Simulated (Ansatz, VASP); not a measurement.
**BaTiO3 in VASP and in Ansatz**

```
CELL_PARAMETERS angstrom
4.05148 0.00000 0.00000
0.00000 4.05148 0.00000
0.00000 0.00000 4.19525
ATOMIC_POSITIONS crystal
Ba 0.50000 0.50000 0.59094
Ti 0.00000 0.00000 0.10879
O 0.00000 0.50000 0.06181
O 0.50000 0.00000 0.06181
O 0.00000 0.00000 0.53664
```

Change from the starting cell: hydrostatic strain +2.0%.

Alike in both runs: task single point; functional r2SCAN; k mesh 6 × 6 × 6; no spin polarisation.

|  | VASP | Ansatz |
| --- | --- | --- |
| version | VASP 6.6.1 | Ansatz 0.2.0 |
| potentials or method | VASP PAW PBE potentials, release 64 (Ba_sv, Ti_sv, O) | plane waves, PAW |
| plane-wave cutoff (eV) | 520 | 500 |
| occupations | gaussian, width 0.01 eV | fixed |
| valence electrons in the cell | 40 | 40 |

|  | VASP | Ansatz | Ansatz less VASP |
| --- | --- | --- | --- |
| gap on the k mesh at the Fermi level (eV) | 2.13 | 2.14 | +0.014 |
| pressure (GPa) | -5.7 | -7.3 | -1.59 |
| traceless stress, the component that is largest in VASP (GPa) | 2.64 | 2.41 | -0.228 |
| rms of the force components (eV/Å) | 0.076 | 0.000 | -0.0760 |

VASP's potentials were made for PBE, not for r2SCAN. Atom by atom the forces differ by 0.077 eV/Å (rms over components).

Neither program's run includes spin-orbit coupling.
